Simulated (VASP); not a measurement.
# B (P-3m1) in VASP: a series of runs

B is run at these levels: PBE; tasks: single point, relaxation of cell and atoms.

Everything below comes from runs of VASP 6.6.1. Logs are shortened: lines on timing, memory, paths and dates and some standing lists are left out, and cuts for length are marked.

### 1 The cell of the first run

It takes space group P-3m1 (No. 164, trigonal). Conventional cell: a = 2.402 Å, b = 2.402 Å, c = 9.312 Å, α = 90.00°, β = 90.00°, γ = 120.00°. Within 2.5 Å of B (site symmetry 3m) lie 12 B at 1.92 to 2.40 Å. B (site symmetry 3m) has 12 B at 1.90 to 2.40 Å within 2.5 Å. Within 2.5 Å of B (site symmetry 3m) lie 12 B at 1.90 to 2.40 Å. Within 2.7 Å of B (site symmetry -3m) lie 14 B at 1.94 to 2.69 Å.

The cell was built from a structure type or drawn by symmetry, and may not be a known phase.

### 2 Single point, PBE

Contents of INCAR:

```
  ALGO = Normal
  EDIFF = 1E-6
  ENCUT = 520
  GGA = PE
  ISIF = 2
  ISMEAR = 0
  LASPH = True
  LCHARG = True
  LELF = True
  LREAL = False
  LVHAR = True
  LWAVE = False
  NBANDS = 20
  NELM = 60
  PREC = Accurate
  SIGMA = 0.1
```

Contents of KPOINTS:

```
k-points
0
Gamma
  6 6 2
```

Contents of POSCAR:

```
B
1.0
    2.4016410961      0.0000000028      0.0000000000
   -1.2008205505      2.0798821986      0.0000000000
    0.0000000000      0.0000000000      9.3119611121
B
7
Direct
    0.6666666667      0.3333333333      0.6462347389
    0.0000000000      0.0000000000      0.7884928670
    0.6666666667      0.3333333333      0.9286126773
    0.3333333333      0.6666666667      0.0713873227
    0.0000000000      0.0000000000      0.2115071330
    0.3333333333      0.6666666667      0.3537652611
    0.0000000000      0.0000000000      0.5000000000
```

Potentials or basis: VASP PAW PBE potentials, release 64 (B).

The run is started by

```sh
$ cat potpaw_PBE.64/B/POTCAR > POTCAR
$ mpirun -np 1 vasp_std > vasp.out
```

OUTCAR:

```text
EDIFF = 1E-6
   ENCUT = 520
   GGA = PE
   ISIF = 2
   ISMEAR = 0
   LASPH = True
   LREAL = False
   NELM = 60
   PREC = Accurate

 ion  position               nearest neighbor table
   1  0.667  0.333  0.646-   2 1.92   2 1.92   2 1.92   7 1.94   7 1.94   7 1.94
   2  0.000  0.000  0.788-   3 1.90   3 1.90   3 1.90   1 1.92   1 1.92   1 1.92
   3  0.667  0.333  0.929-   2 1.90   2 1.90   2 1.90   4 1.92   4 1.92   4 1.92
   4  0.333  0.667  0.071-   5 1.90   5 1.90   5 1.90   3 1.92   3 1.92   3 1.92
   5  0.000  0.000  0.212-   4 1.90   4 1.90   4 1.90   6 1.92   6 1.92   6 1.92
   6  0.333  0.667  0.354-   5 1.92   5 1.92   5 1.92   7 1.94   7 1.94   7 1.94
   7  0.000  0.000  0.500-   1 1.94   6 1.94   1 1.94   6 1.94   1 1.94   6 1.94

  LATTYP: Found a hexagonal cell.
 ALAT       =     2.4016410961
 C/A-ratio  =     3.8773325153

  Lattice vectors:

 A1 = (   2.4016410961,   0.0000000028,   0.0000000000)
 A2 = (  -1.2008205505,   2.0798821986,   0.0000000000)
 A3 = (   0.0000000000,   0.0000000000,   9.3119611121)

Analysis of symmetry for initial positions (statically):
=====================================================================
 Subroutine PRICEL returns:
 Original cell was already a primitive cell.

 Routine SETGRP: Setting up the symmetry group for a
 hexagonal supercell.

 Subroutine GETGRP returns: Found 12 space group operations
 (whereof 12 operations were pure point group operations)
 out of a pool of 24 trial point group operations.

The static configuration has the point symmetry D_3d.

Analysis of symmetry for dynamics (positions and initial velocities):
=====================================================================
 Subroutine PRICEL returns:
 Original cell was already a primitive cell.

 Routine SETGRP: Setting up the symmetry group for a
 hexagonal supercell.

 Subroutine GETGRP returns: Found 12 space group operations
 (whereof 12 operations were pure point group operations)
 out of a pool of 24 trial point group operations.

The dynamic configuration has the point symmetry D_3d.

 Subroutine INISYM returns: Found 12 space group operations
 (whereof 12 operations are pure point group operations),
 and found     1 'primitive' translations

----------------------------------------------------------------------------------------

                                     Primitive cell

  volume of cell :      46.5145

[... 90 lines left out ...]
   NSW    =      0    number of steps for IOM
   IBRION =     -1    ionic relax: 0-MD 1-quasi-New 2-CG
   NFREE  =      0    steps in history (QN), initial steepest desc. (CG)
   ISIF   =      2    stress and relaxation
   ISYM   =      2    0-nonsym 1-usesym 2-fastsym
   POTIM  = 0.5000    time-step for ionic-motion
   TEBEG  =    0.0;   TEEND  =   0.0 temperature during run
   PSTRESS=    0.0 pullay stress
   NELECT =      21.0000    total number of electrons
   NUPDOWN=      -1.0000    fix difference up-down
   EMIN   =  10.00;   EMAX   =-10.00  energy-range for DOS
   EFERMI =   0.00;   METHOD = LEGACY
   ISMEAR =     0;   SIGMA  =   0.10  broadening in eV -4-tet -1-fermi 0-gaus
   EFERMI_NEDOS =   21; number of points for ismear=-14 and -15
   IALGO  =     38    algorithm
   IMIX   =      4    mixing-type and parameters
     AMIX     =   0.40;   BMIX     =  1.00
     AMIX_MAG =   1.60;   BMIX_MAG =  1.00
  volume/ion in A,a.u.               =       6.64        44.84
  Fermi-wavevector in a.u.,A,eV,Ry     =   1.255891  2.373290 21.459953  1.577262
  Thomas-Fermi vector in A             =   2.389626
   LORBIT       =      0    0 simple, 1 ext, 2 COOP (PROOUT), +10 PAW based schemes
   GGA     = PE    functional components
   LHFCALC =     F    Hartree Fock is set to
   AEXX    =    0.0000 exact exchange contribution
   IVDW    =     0    specifies the selected vdW correction
   LEPSILON=     F    determine dielectric tensor
   LRPA    =     F    only Hartree local field effects (RPA)
 non-spin polarized calculation
 Gauss-broadening in eV      SIGMA  =   0.10
  energy-cutoff  :      520.00
  volume of cell :       46.51
 maximum number of plane-waves:      1282
 NGX is ok and might be reduce to    18
   NGX =  9   NGY =  9   NGZ = 35

 number of electron      20.9999999 magnetization

 Free energy of the ion-electron system (eV)
  ---------------------------------------------------
  ext. energy  EPLUGINS =         0.00000000
  ---------------------------------------------------
  free energy    TOTEN  =       -37.44762230 eV

  energy without entropy =      -37.43258138  energy(sigma->0) =      -37.44010184

 E-fermi :   8.3224     XC(G=0): -12.4467

 val. band max:        8.3048135601   @ k =   0.3333   0.3333   0.0000
 cond. band min:       8.3263699941   @ k =   0.1667   0.1667   0.5000
 fundamental gap:      0.0215564340
 Fermi energy:         8.3224363477

 k-point     1 :       0.0000    0.0000    0.0000
  band No.  band energies     occupation
      1      -8.7398      2.00000
      2      -7.4732      2.00000
      3      -7.2349      2.00000
      4      -3.2761      2.00000
      5      -3.2484      2.00000
      6       2.8791      2.00000
[... 311 lines left out ...]
     19      14.8787      0.00000
     20      17.2616      0.00000

------------------------ aborting loop because EDIFF is reached ----------------------------------------

  FORCE on cell =-STRESS in cart. coord.  units (eV):
  Direction    XX          YY          ZZ          XY          YZ          ZX
  --------------------------------------------------------------------------------------
  -------------------------------------------------------------------------------------
  Total       -0.0206477     -0.0206477     -0.0868082      0.0000000      0.0000000     -0.0000000
  in kB       -0.7112039     -0.7112039     -2.9900831      0.0000000      0.0000000     -0.0000000
  external PRESSURE =      -1.4708303 kB  Pullay stress =       0.0000000 kB

 VOLUME and BASIS-vectors are now :
 -----------------------------------------------------------------------------
  energy-cutoff  :      520.00
  volume of cell :       46.51
      direct lattice vectors                 reciprocal lattice vectors
     2.401641096  0.000000003  0.000000000     0.416381949  0.240398231  0.000000000
    -1.200820551  2.079882199  0.000000000    -0.000000001  0.480796460  0.000000000
     0.000000000  0.000000000  9.311961112     0.000000000  0.000000000  0.107388765

 POSITION                                       TOTAL-FORCE (eV/Angst)
 -----------------------------------------------------------------------------------
      1.20082      0.69329      6.01771         0.000000     -0.000000      0.022874
      0.00000      0.00000      7.34241        -0.000000     -0.000000     -0.006169
      1.20082      0.69329      8.64721         0.000000     -0.000000     -0.020714
     -0.00000      1.38659      0.66476        -0.000000      0.000000      0.020714
      0.00000      0.00000      1.96955        -0.000000      0.000000      0.006169
     -0.00000      1.38659      3.29425        -0.000000      0.000000     -0.022874
      0.00000      0.00000      4.65598        -0.000000      0.000000      0.000000
 -----------------------------------------------------------------------------------
    total drift:                               -0.000000      0.000000     -0.000000

  FREE ENERGIE OF THE ION-ELECTRON SYSTEM (eV)
  ---------------------------------------------------
  free  energy   TOTEN  =       -37.4476223014 eV

  energy  without entropy=      -37.4325813834  energy(sigma->0) =      -37.44010184
```

stdout:

```text
POSCAR found type information on POSCAR B
 POSCAR found :  1 types and       7 ions
 scaLAPACK will be used
 LDA part: xc-table for (Slater+PW92), standard interpolation
 POSCAR, INCAR and KPOINTS ok, starting setup
 FFT: planning ... GRIDC
 FFT: planning ... GRID_SOFT
 FFT: planning ... GRID
 WAVECAR not read
 entering main loop
```

Run time: 7.5 s. Hardware: 1 thread of Intel Xeon 6975P-C (Granite Rapids), shared host; peak memory 0.14 GiB.

What came out:

```yaml
Free_energy: -37.4476 eV
Pressure: -0.1 GPa
Largest_force: 0.023 eV/Å
Band_gap_on_the_k_mesh: zero (an odd number of electrons rules out a gap without spin polarisation)
```

Forces on the atoms (eV/Å):
```
B    0.000  0.000  0.023
B    0.000  0.000 -0.006
B    0.000  0.000 -0.021
B    0.000  0.000  0.021
B    0.000  0.000  0.006
B    0.000  0.000 -0.023
B    0.000  0.000  0.000
```

Stress tensor (GPa, compression positive):
```
-0.07  0.00  0.00
 0.00 -0.07  0.00
 0.00  0.00 -0.30
```

Levels at points of the mesh, in eV from the Fermi level:
```csv
k point,band 6,band 7,band 8,band 9,band 10,band 11,band 12,band 13,band 14,band 15
"(0.00, 0.00, 0.00)",-5.44,-5.31,5.65,5.65,5.73,5.73,7.28,7.57,7.57,7.62
"(0.50, 0.00, 0.00)",-8.48,-6.50,-4.30,-3.73,-2.12,0.44,0.87,1.53,1.88,2.13
"(0.00, 0.00, 0.50)",-8.62,-3.43,5.10,5.47,5.47,6.12,6.12,6.78,6.78,8.76
"(0.50, 0.00, 0.50)",-7.59,-7.25,-5.31,-2.21,-0.80,-0.50,-0.38,0.76,0.92,3.89
```

Caveat: the k points lie up to 0.50 Å⁻¹ apart, too coarse for converged energies and pressures of a metal.

### 3 Single point, PBE

This run uses another cell than the first one, of 7.32 Å³/atom.

Contents of INCAR:

```
SYSTEM = B
ALGO     = Normal         ! electronic algorithm
EDIFF    = 1E-6           ! SCF threshold, eV
ENCUT    = 520            ! plane-wave cutoff, eV
GGA      = PE             ! functional
ISIF     = 2              ! what is computed and relaxed
ISMEAR   = 0              ! smearing method
LASPH    = .True.         ! aspherical terms in the spheres
LCHARG   = .False.        ! write CHGCAR
LREAL    = .False.        ! projectors in reciprocal space
LWAVE    = .False.        ! write WAVECAR
NBANDS   = 20             ! bands
NELM     = 80             ! most SCF steps
PREC     = Accurate       ! precision mode
SIGMA    = 0.1            ! smearing width, eV
```

Contents of KPOINTS:

```
k-points
0
Gamma
  6 6 2
  0 0 0
```

Contents of POSCAR:

```
B
1.0
    2.4741264900      0.0000000000      0.0000000000
   -1.2370632500      2.1426563900      0.0000000000
    0.0000000000      0.0000000000      9.6651630600
B
7
Direct
    0.6666666700      0.3333333300      0.6428571400
    0.0000000000      0.0000000000      0.7857142900
    0.6666666700      0.3333333300      0.9285714300
    0.3333333300      0.6666666700      0.0714285700
    0.0000000000      0.0000000000      0.2142857100
    0.3333333300      0.6666666700      0.3571428600
    0.0000000000      0.0000000000      0.5000000000
```

Potentials or basis: VASP PAW PBE potentials, release 64 (B).

The run is started by

```sh
$ cat potpaw_PBE.64/B/POTCAR > POTCAR
$ mpirun -np 1 vasp_std > vasp.out
```

It took 7.1 s on 1 thread of Intel Xeon 6975P-C (Granite Rapids), shared host; peak memory 0.15 GiB.

It converged, with:

| Item | Value |
| --- | --- |
| Free energy | -37.1462 eV |
| Pressure | -18.1 GPa |
| Largest force | 0.188 eV/Å |
| Band gap on the k mesh | zero (an odd number of electrons rules out a gap without spin polarisation) |

Forces in eV/Å, atoms in the order of the input:
```
B    0.000  0.000  0.188
B    0.000  0.000  0.152
B    0.000  0.000 -0.034
B    0.000  0.000  0.034
B    0.000  0.000 -0.152
B    0.000  0.000 -0.188
B    0.000  0.000  0.000
```

Stress tensor (GPa, compression positive):
```
-14.92   0.00   0.00
  0.00 -14.92   0.00
  0.00   0.00 -24.37
```

Levels at points of the mesh, in eV from the Fermi level:
| k point | band 8 | band 9 | band 10 | band 11 | band 12 | band 13 |
| --- | --- | --- | --- | --- | --- | --- |
| (0.00, 0.00, 0.00) | 5.34 | 5.34 | 5.52 | 5.52 | 6.77 | 6.81 |
| (0.50, 0.00, 0.00) | -4.09 | -3.56 | -2.15 | 0.62 | 0.77 | 1.33 |
| (0.00, 0.00, 0.50) | 4.51 | 5.21 | 5.21 | 5.88 | 5.88 | 6.35 |
| (0.50, 0.00, 0.50) | -5.13 | -2.05 | -0.83 | -0.56 | -0.50 | 0.95 |

Caveat: the k points lie up to 0.49 Å⁻¹ apart, too coarse for converged energies and pressures of a metal.

[end of part 1 of 2]
